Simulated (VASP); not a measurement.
Here is a VASP 6.6.1 calculation.

The input POSCAR:

```
CaO
1.0
    0.0000000000      2.3832925573      2.3832925573
    2.3832925573      0.0000000000      2.3832925573
    2.3832925573      2.3832925573      0.0000000000
Ca O
1 1
Direct
    0.0000000000      0.0000000000      0.0000000000
    0.5000000000      0.5000000000      0.5000000000
```

File INCAR.step1:

```
  PREC = Accurate
  ENCUT = 660
  ISMEAR = 0
  SIGMA = 0.02
  LREAL = F
  LASPH = T
  NELM = 120
  NBANDS = 15
  GGA = PE
  ALGO = Normal
  EDIFF = 1E-5
  LWAVE = T
  LCHARG = F
  GGA_COMPAT = F
```

INCAR.step2

```
  PREC = Accurate
  ENCUT = 660
  EDIFF = 1E-6
  ISMEAR = 0
  SIGMA = 0.02
  LREAL = F
  LASPH = T
  NELM = 120
  ALGO = Normal
  ISIF = 2
  LWAVE = F
  LCHARG = F
  METAGGA = R2SCAN
  LMIXTAU = T
  NBANDS = 15
  ISTART = 1
  GGA_COMPAT = F
```

KPOINTS

```
regular mesh
0
Gamma
  8 8 8
```

Potentials or basis: VASP PAW PBE potentials, release 64 (Ca_sv, O).

The run is started by

```console
$ cat potpaw_PBE.64/Ca_sv/POTCAR potpaw_PBE.64/O/POTCAR > POTCAR
$ cp INCAR.step1 INCAR
$ mpirun -np 1 vasp_std > vasp.out
$ cp INCAR.step2 INCAR
$ mpirun -np 1 vasp_std > vasp.out
```

(1) Estimate the band gap on the k mesh.

(2) What does it give for the pressure?

## Answers

(1) 4.18 eV (least direct gap 4.55 eV).

(2) 3.1 GPa.

Caveat: the cell stands under pressure; the PAW data sets were made with another functional, which shifts forces and pressure a little.
